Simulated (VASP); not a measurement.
A run of VASP 6.6.1 is set up as follows.

INCAR

```
SYSTEM = ScTiTe3
ALGO     = Normal         ! electronic algorithm
EDIFF    = 1E-6           ! SCF threshold, eV
ENCUT    = 520            ! plane-wave cutoff, eV
GGA      = PE             ! functional
ISIF     = 2              ! what is computed and relaxed
ISMEAR   = 0              ! smearing method
ISPIN    = 2              ! spin polarisation
LASPH    = .TRUE.         ! aspherical terms in the spheres
LCHARG   = .TRUE.         ! write CHGCAR
LELF     = .TRUE.         ! ELF
LMAXMIX  = 4              ! l up to which the mixer works
LORBIT   = 11             ! projections on sites
LREAL    = .FALSE.        ! projectors in reciprocal space
LVHAR    = .TRUE.       
LWAVE    = .FALSE.        ! write WAVECAR
MAGMOM   = 1 1 0 0 0      ! initial moments
NBANDS   = 32             ! bands
NELM     = 150            ! most SCF steps
PREC     = Accurate       ! precision mode
SIGMA    = 0.1            ! smearing width, eV
```

KPOINTS

```
k-points
0
G
  4 4 4
  0 0 0
```

Contents of POSCAR:

```
ScTiTe3
1.0
    5.3081201240      0.0000000000      0.0000000000
    0.0000000000      5.3081201240      0.0000000000
    0.0000000000      0.0000000000      5.3081201240
Sc Ti Te
1 1 3
Direct
    0.0000000000      0.0000000000      0.0000000000
    0.5000000000      0.5000000000      0.5000000000
    0.5000000000      0.5000000000      0.0000000000
    0.0000000000      0.5000000000      0.5000000000
    0.5000000000      0.0000000000      0.5000000000
```

Potentials or basis: VASP PAW PBE potentials, release 64 (Sc_sv, Ti_sv, Te).

Launch:

```console
$ cat potpaw_PBE.64/Sc_sv/POTCAR potpaw_PBE.64/Ti_sv/POTCAR potpaw_PBE.64/Te/POTCAR > POTCAR
$ mpirun -np 1 vasp_std > vasp.out
```

**Question.** Predict the site moments.

**Answer.** Sc +0.59; Ti +0.19; Te -0.04 μB.

**Question.** Predict the net moment.

**Answer.** 0.89 μB per cell.

Caveat: a moment this small can come from the mesh or the smearing.
